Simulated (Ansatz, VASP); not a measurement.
# Two plane-wave programs on Eu

File POSCAR:

```
Eu
1.0
    0.0000000000      2.7707015101      2.7707015101
    2.7707015101      0.0000000000      2.7707015101
    2.7707015101      2.7707015101      0.0000000000
Eu
1
Direct
    0.0000000000      0.0000000000      0.0000000000
```

File INCAR.step1:

```
  PREC = Accurate
  ENCUT = 520
  ISMEAR = 0
  SIGMA = 0.05
  LREAL = F
  LASPH = T
  NELM = 150
  ISPIN = 2
  MAGMOM = 8.08
  LMAXMIX = 6
  NBANDS = 18
  GGA = PE
  ALGO = Normal
  EDIFF = 1E-4
  LWAVE = T
  LCHARG = F
```

File INCAR.step2:

```
  PREC = Accurate
  ENCUT = 520
  EDIFF = 1E-7
  ISMEAR = 0
  SIGMA = 0.05
  LREAL = F
  LASPH = T
  NELM = 150
  ALGO = Normal
  ISIF = 2
  LWAVE = F
  LCHARG = F
  ISPIN = 2
  MAGMOM = 8.08
  LORBIT = 11
  LMAXMIX = 6
  METAGGA = R2SCAN
  LMIXTAU = T
  NBANDS = 18
  ISTART = 1
```

KPOINTS

```
Automatic mesh
0
Gamma
  14 14 14
```

Input for Ansatz:

```yaml
crystal:
  lattice:
    - [0.0, 2.7707015101, 2.7707015101]
    - [2.7707015101, 0.0, 2.7707015101]
    - [2.7707015101, 2.7707015101, 0.0]
  atoms:
    - { symbol: Eu, position: [0.0, 0.0, 0.0], spin: 8.08 }
basis:
  ecutwfc: 600
  ecutrho_ratio: 5
kpoints:
  mp_grid: { grid: [14, 14, 14] }
  band_path:
    path:
      - [[0.0, 0.0, 0.0], [0.5, 0.0, 0.5], [0.625, 0.25, 0.625]]
      - [[0.375, 0.375, 0.75], [0.0, 0.0, 0.0], [0.5, 0.5, 0.5], [0.5, 0.25, 0.75], [0.5, 0.0, 0.5]]
    npoints: 14
hamiltonian:
  xc: r2scan
scf:
  occupations: { method: gaussian, width: 0.05 }
  n_extra_bands: 15
output:
  forces: true
  stress: true
  eigenvalues: true
  populations: true
  hubbard: { sites: [{ species: Eu, l: f }] }
  dos: { projected: true, de: 0.02, nscf_kmesh: { grid: [21, 21, 21] } }
  bader: true
magnetization:
  spin_polarized: true
checkpoint:
  read: start.run
  write: ck
  compress: false
  write_wavefunctions: false
  write_every: 100000
```

Alike in both runs: task single point; functional r2SCAN; k mesh 14 × 14 × 14; occupations gaussian, width 0.05 eV; collinear spin.

|  | VASP | Ansatz |
| --- | --- | --- |
| version | VASP 6.6.1 | Ansatz 0.2.0 |
| potentials or method | VASP PAW PBE potentials, release 64 (Eu), cutoff 520 eV | scalar-relativistic, plane waves, PAW |
| valence electrons in the cell | 17 | 17 |

Ansatz gave:

| Item | Value |
| --- | --- |
| gap on the k mesh at the Fermi level (eV) | none |
| pressure (GPa) | 0.0 |
| net moment per atom (μB) | 7.79 |
| size of the moment on the site where the two differ most (μB) | 7.34 |

Problem. Which values does VASP return?

Solution. gap on the k mesh at the Fermi level (eV): none; pressure (GPa): -0.4; net moment per atom (μB): 7.74; size of the moment on the site where the two differ most (μB): 6.71.

VASP's potentials were made for PBE, not for r2SCAN. Site moments also hang on the region over which each program counts them. A gap of «none» marks a metal or a gap that the smearing closes. Ansatz's warnings: stability check not made.

Neither program's run includes spin-orbit coupling.
